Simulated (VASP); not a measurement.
# Hg (I4_1/amd) in VASP: further runs

Aim: see how the results for Hg move with the level of theory and the settings. Levels: PBEsol, PBE. Tasks: single point.

Everything below comes from runs of VASP 6.6.1. Logs are shortened: lines on timing, memory, paths and dates and some standing lists are left out, and cuts for length are marked.

## (1) The cell of the first run

Symmetry: I4_1/amd, No. 141, tetragonal system. The conventional cell has a = 5.860 Å, b = 5.860 Å, c = 3.145 Å, α = 90.00°, β = 90.00°, γ = 90.00°. Hg (site symmetry -4m2) has 10 Hg at 3.03 to 3.76 Å within 4.0 Å.

## (2) Single point, PBEsol, non-collinear spin, zero start, spin-orbit coupling

INCAR

```
ALGO = Normal
EDIFF = 1E-6
ENCUT = 520
GGA = PS
GGA_COMPAT = F
ISIF = 2
ISMEAR = 0
LASPH = T
LCHARG = F
LORBIT = 11
LORBMOM = T
LREAL = F
LSORBIT = T
LWAVE = F
MAGMOM = 0 0 0 0 0 0
NBANDS = 36
NELM = 150
PREC = Accurate
SIGMA = 0.05
```

KPOINTS

```
k-points
0
Gamma
  8 8 8
```

POSCAR

```
Hg
1.0
   -2.9297541400      2.9297541400      1.5725525500
    2.9297541400     -2.9297541400      1.5725525500
    2.9297541400      2.9297541400     -1.5725525500
Hg
2
Direct
    0.0000000000      0.0000000000      0.0000000000
    0.7500000000      0.2500000000      0.5000000000
```

Potentials or basis: VASP PAW PBE potentials, release 64 (Hg).

On the command line:

```sh
$ cat potpaw_PBE.64/Hg/POTCAR > POTCAR
$ mpirun -np 1 vasp_ncl > vasp.out
```

OUTCAR:

```text
EDIFF = 1E-6
   ENCUT = 520
   GGA = PS
   ISIF = 2
   ISMEAR = 0
   LASPH = T
   LORBIT = 11
   LREAL = F
   LSORBIT = T
   NELM = 150
   PREC = Accurate

 ion  position               nearest neighbor table
   1  0.000  0.000  0.000-   2 3.03   2 3.03   2 3.03   2 3.03   2 3.76   2 3.76   2 3.76   2 3.76

   2  0.750  0.250  0.500-   1 3.03   1 3.03   1 3.03   1 3.03   1 3.76   1 3.76   1 3.76   1 3.76

  LATTYP: Found a body centered tetragonal cell.
 ALAT       =     5.8595082800
 C/A-ratio  =     0.5367523945

  Lattice vectors:

 A1 = (  -2.9297541400,   2.9297541400,   1.5725525500)
 A2 = (   2.9297541400,  -2.9297541400,   1.5725525500)
 A3 = (   2.9297541400,   2.9297541400,  -1.5725525500)

Analysis of symmetry for initial positions (statically):
=====================================================================
 Subroutine PRICEL returns:
 Original cell was already a primitive cell.

 Routine SETGRP: Setting up the symmetry group for a
 body centered tetragonal supercell.

 Subroutine GETGRP returns: Found 16 space group operations
 (whereof  8 operations were pure point group operations)
 out of a pool of 16 trial point group operations.

The static configuration has the point symmetry D_2d.
 The point group associated with its full space group is D_4h.

Analysis of symmetry for dynamics (positions and initial velocities):
=====================================================================
 Subroutine PRICEL returns:
 Original cell was already a primitive cell.

 Routine SETGRP: Setting up the symmetry group for a
 body centered tetragonal supercell.

 Subroutine GETGRP returns: Found 16 space group operations
 (whereof  8 operations were pure point group operations)
 out of a pool of 16 trial point group operations.

The dynamic configuration has the point symmetry D_2d.
 The point group associated with its full space group is D_4h.

Analysis of structural, dynamic, and magnetic symmetry:
=====================================================================
 Subroutine PRICEL returns:
 Original cell was already a primitive cell.

 Routine SETGRP: Setting up the symmetry group for a
 body centered tetragonal supercell.

 Subroutine GETGRP returns: Found 16 space group operations
 (whereof  8 operations were pure point group operations)
 out of a pool of 16 trial point group operations.

The overall configuration has the point symmetry D_2d.
 The point group associated with its full space group is D_4h.

 Subroutine INISYM returns: Found 16 space group operations
 (whereof  8 operations are pure point group operations),
 and found     1 'primitive' translations

----------------------------------------------------------------------------------------

                                     Primitive cell

  volume of cell :      53.9918

  direct lattice vectors                    reciprocal lattice vectors
    -2.929754140  2.929754140  1.572552550     0.000000000  0.170662785  0.317954398
     2.929754140 -2.929754140  1.572552550     0.170662785  0.000000000  0.317954398
     2.929754140  2.929754140 -1.572552550     0.170662785  0.170662785  0.000000000

  length of vectors
     4.431685928  4.431685928  4.431685928     0.360861172  0.360861172  0.241353625

  position of ions in fractional coordinates (direct lattice)
     0.000000000  0.000000000  0.000000000
     0.750000000  0.250000000  0.500000000

  ion indices of the primitive-cell ions
   primitive index   ion index
                 1           1
                 2           2

----------------------------------------------------------------------------------------

 KPOINTS: k-points

Automatic generation of k-mesh.
 Grid dimensions read from file:
 generate k-points for:    8    8    8
[... 103 lines left out ...]

 number of electron      24.0000002 magnetization       0.0000000     -0.0000000     -0.0000000

 number of electron      24.0000002 magnetization       0.0000000      0.0000000     -0.0000000

 Free energy of the ion-electron system (eV)
  ---------------------------------------------------
  ext. energy  EPLUGINS =         0.00000000
  ---------------------------------------------------
  free energy    TOTEN  =        -1.60010608 eV

  energy without entropy =       -1.59907442  energy(sigma->0) =       -1.59959025

 E-fermi :   1.6663     XC(G=0): -10.2848

 val. band max:        1.6002094513   @ k =  -0.3750  -0.3750   0.3750
 cond. band min:       1.6716612366   @ k =   0.2500   0.0000   0.0000
 fundamental gap:      0.0714517853
 Fermi energy:         1.6662921968

 k-point     1 :       0.0000    0.0000    0.0000
  band No.  band energies     occupation
      1      -6.6176      1.00000
      2      -6.6176      1.00000
      3      -6.4563      1.00000
      4      -6.4563      1.00000
      5      -6.3044      1.00000
      6      -6.3044      1.00000
[... 925 lines left out ...]
     35      11.5845      0.00000
     36      11.5845      0.00000

 [... further k-points ...]

------------------------ aborting loop because EDIFF is reached ----------------------------------------

  FORCE on cell =-STRESS in cart. coord.  units (eV):
  Direction    XX          YY          ZZ          XY          YZ          ZX
  --------------------------------------------------------------------------------------
  -------------------------------------------------------------------------------------
  Total       -1.0106145     -1.0106145     -1.1384182      0.0000000      0.0000000      0.0000000
  in kB      -29.9894557    -29.9894557    -33.7819652      0.0000000      0.0000000      0.0000000
  external PRESSURE =     -31.2536256 kB  Pullay stress =       0.0000000 kB

 VOLUME and BASIS-vectors are now :
 -----------------------------------------------------------------------------
  energy-cutoff  :      520.00
  volume of cell :       53.99
      direct lattice vectors                 reciprocal lattice vectors
    -2.929754140  2.929754140  1.572552550     0.000000000  0.170662785  0.317954398
     2.929754140 -2.929754140  1.572552550     0.170662785  0.000000000  0.317954398
     2.929754140  2.929754140 -1.572552550     0.170662785  0.170662785  0.000000000

 POSITION                                       TOTAL-FORCE (eV/Angst)
 -----------------------------------------------------------------------------------
      0.00000      0.00000      0.00000        -0.000000      0.000000     -0.000000
      0.00000      2.92975      0.78628         0.000000     -0.000000      0.000000
 -----------------------------------------------------------------------------------
    total drift:                                0.000000      0.000000      0.000000

  FREE ENERGIE OF THE ION-ELECTRON SYSTEM (eV)
  ---------------------------------------------------
  free  energy   TOTEN  =        -1.6001060808 eV

  energy  without entropy=       -1.5990744230  energy(sigma->0) =       -1.59959025

 orbital moment (x)

 # of ion     p       d       tot
 ----------------------------------------
  1        -0.000  -0.000  -0.000
  2         0.000  -0.000  -0.000
 ----------------------------------------
            0.000  -0.000  -0.000

 orbital moment (y)

 # of ion     p       d       tot
 ----------------------------------------
  1         0.000  -0.000  -0.000
  2        -0.000  -0.000  -0.000
 ----------------------------------------
           -0.000  -0.000  -0.000

 orbital moment (z)

 # of ion     p       d       tot
 ----------------------------------------
  1         0.000  -0.000  -0.000
  2         0.000  -0.000  -0.000
 ----------------------------------------
            0.000  -0.000  -0.000

 Spin-Orbit-Coupling matrix elements

 Ion:    1  E_soc:     -0.5156552
 l=   1
     0.0000000    -0.0164768    -0.0177809
    -0.0164768     0.0000000    -0.0164768
    -0.0177809    -0.0164768     0.0000000
 l=   2
     0.0000000    -0.0132661     0.0000000    -0.0132661    -0.0556637
    -0.0132661     0.0000000    -0.0417384    -0.0134250    -0.0139976
     0.0000000    -0.0417384     0.0000000    -0.0417384     0.0000000
    -0.0132661    -0.0134250    -0.0417384     0.0000000    -0.0139976
    -0.0556637    -0.0139976     0.0000000    -0.0139976     0.0000000
 l=   3
     0.0000000     0.0000000     0.0000000     0.0000000     0.0000000     0.0000000     0.0000000
     0.0000000     0.0000000     0.0000000     0.0000000     0.0000000     0.0000000     0.0000000
     0.0000000     0.0000000     0.0000000     0.0000000     0.0000000     0.0000000     0.0000000
     0.0000000     0.0000000     0.0000000     0.0000000     0.0000000     0.0000000     0.0000000
     0.0000000     0.0000000     0.0000000     0.0000000     0.0000000     0.0000000     0.0000000
     0.0000000     0.0000000     0.0000000     0.0000000     0.0000000     0.0000000     0.0000000
     0.0000000     0.0000000     0.0000000     0.0000000     0.0000000     0.0000000     0.0000000

 Ion:    2  E_soc:     -0.5156552
 l=   1
     0.0000000    -0.0164768    -0.0177809
    -0.0164768     0.0000000    -0.0164768
    -0.0177809    -0.0164768     0.0000000
 l=   2
     0.0000000    -0.0132661     0.0000000    -0.0132661    -0.0556637
    -0.0132661     0.0000000    -0.0417384    -0.0134250    -0.0139976
     0.0000000    -0.0417384     0.0000000    -0.0417384     0.0000000
    -0.0132661    -0.0134250    -0.0417384     0.0000000    -0.0139976
    -0.0556637    -0.0139976     0.0000000    -0.0139976     0.0000000
 l=   3
     0.0000000     0.0000000     0.0000000     0.0000000     0.0000000     0.0000000     0.0000000
     0.0000000     0.0000000     0.0000000     0.0000000     0.0000000     0.0000000     0.0000000
     0.0000000     0.0000000     0.0000000     0.0000000     0.0000000     0.0000000     0.0000000
     0.0000000     0.0000000     0.0000000     0.0000000     0.0000000     0.0000000     0.0000000
     0.0000000     0.0000000     0.0000000     0.0000000     0.0000000     0.0000000     0.0000000
     0.0000000     0.0000000     0.0000000     0.0000000     0.0000000     0.0000000     0.0000000
     0.0000000     0.0000000     0.0000000     0.0000000     0.0000000     0.0000000     0.0000000

 total charge

# of ion       s       p       d       tot
------------------------------------------
    1        0.894   0.218   9.318  10.430
    2        0.894   0.218   9.318  10.430
--------------------------------------------------
tot          1.788   0.435  18.637  20.860

 magnetization (x)

# of ion       s       p       d       tot
------------------------------------------
    1        0.000  -0.000   0.000  -0.000
    2        0.000   0.000   0.000   0.000
--------------------------------------------------
tot          0.000   0.000   0.000   0.000

 magnetization (y)

# of ion       s       p       d       tot
------------------------------------------
    1       -0.000   0.000   0.000  -0.000
    2       -0.000   0.000   0.000   0.000
--------------------------------------------------
tot         -0.000   0.000   0.000   0.000

 magnetization (z)

# of ion       s       p       d       tot
------------------------------------------
    1        0.000   0.000  -0.000   0.000
    2       -0.000   0.000   0.000   0.000
--------------------------------------------------
tot          0.000   0.000  -0.000   0.000
```

Wall time 12 min (1 thread of AMD EPYC 7R13, shared host); peak memory 0.43 GiB.

What came out:

```
Free energy                                           : -1.6001 eV
Pressure                                              : -3.1 GPa
Net moment                                            : 0.00 μB per cell
Valence electrons inside the program's atomic spheres : Hg 10.43
```

Moments on the atoms (μB; x, y, z):
```
Hg  0.00 0.00 0.00
Hg  0.00 0.00 0.00
```

Caveat: the PAW data sets were made with another functional, which shifts forces and pressure a little.

## (3) Single point, PBE

This run uses another cell than the first one, of 25.38 Å³/atom, 0.940 times its volume.

INCAR

```
SYSTEM = Hg
PREC = Accurate
ENCUT = 520
EDIFF = 1E-7
ISMEAR = -1
SIGMA = 0.05
LREAL = .False.
LASPH = .True.
NELM = 80
ALGO = Normal
ISIF = 2
LWAVE = .False.
LCHARG = .False.
GGA = PE
NBANDS = 19
```

KPOINTS

```
regular mesh
0
Gamma
  10 10 10
  0 0 0
```

POSCAR

```
Hg
1.0
   -2.8699464575      2.8699464575      1.5404506332
    2.8699464575     -2.8699464575      1.5404506332
    2.8699464575      2.8699464575     -1.5404506332
Hg
2
Direct
    0.0000000000      0.0000000000      0.0000000000
    0.7500000000      0.2500000000      0.5000000000
```

Potentials or basis: VASP PAW PBE potentials, release 64 (Hg).

On the command line:

```sh
$ cat potpaw_PBE.64/Hg/POTCAR > POTCAR
$ mpirun -np 1 vasp_std > vasp.out
```

Run time: 1.9 min. Hardware: 1 thread of Oxide Virtual Turin-like, shared host; peak memory 0.19 GiB.

Results (log left out):

```yaml
Free_energy: -0.2613 eV
Pressure: 4.0 GPa
Band_gap_on_the_k_mesh: zero (band 12 reaches 5.02 eV, above the bottom of band 13 at 0.52 eV)
```

Stress tensor (GPa, compression positive):
```
4.04 0.00 0.00
0.00 4.04 0.00
0.00 0.00 3.85
```

Levels at points of the mesh, in eV from the Fermi level:
```
           k point  band 10  band 11  band 12  band 13  band 14  band 15
(0.00, 0.00, 0.00)    -5.98    -5.51     1.47     1.79     1.79     7.86
(0.50, 0.00, 0.00)    -5.79    -2.20    -1.84     2.36     2.51     3.27
(0.50, 0.50, 0.00)    -6.16    -5.48    -5.48     5.72     5.72     6.31
(0.50, 0.50, 0.50)    -6.37    -2.60    -2.60    -1.87    -1.87    10.67
```

Caveat: spin-orbit coupling is left out, which moves the levels of the heavy elements.
